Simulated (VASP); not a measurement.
Input of a VASP 6.6.1 run:

INCAR

```
PREC = Accurate ; ENCUT = 600
EDIFF = 1E-6 ; ISMEAR = 1
SIGMA = 0.05 ; LREAL = F
LASPH = T ; NELM = 100
ALGO = Normal ; ISIF = 8
LWAVE = F ; LCHARG = F
GGA = PS ; IBRION = 2
NSW = 80 ; EDIFFG = -0.03
```

File KPOINTS:

```
Automatic mesh
0
Gamma
  18 18 18
```

POSCAR

```
Ag
1.0
    2.8888850000      0.0000000000      0.0000000000
    1.4444425000      2.5018477986      0.0000000000
    1.4444425000      0.8339492662      2.3587647252
Ag
1
Direct
    0.0000000000      0.0000000000      0.0000000000
```

Potentials or basis: VASP PAW PBE potentials, release 64 (Ag).

Run with:

```sh
$ cat potpaw_PBE.64/Ag/POTCAR > POTCAR
$ mpirun -np 1 vasp_std > vasp.out
```

Task: Predict the space group after relaxing (to 0.05 Å).

Result: Fm-3m (No. 225).

Task: Predict the relaxed cell.

Result: a = 2.865 Å, b = 2.865 Å, c = 2.865 Å, α = 60.00°, β = 60.00°, γ = 60.00°.

The path:
| step | energy change (eV) | largest force (eV/Å) | pressure (GPa) | volume (Å³) |
| --- | --- | --- | --- | --- |
| 1 | 0.0000 | 0.0000 | -2.77 | 17.05 |
| 2 | -0.0016 | 0.0000 | 2.30 | 16.33 |
| 3 | -0.0037 | 0.0000 | -0.01 | 16.63 |

Caveat: the PAW data sets were made with another functional, which shifts forces and pressure a little.
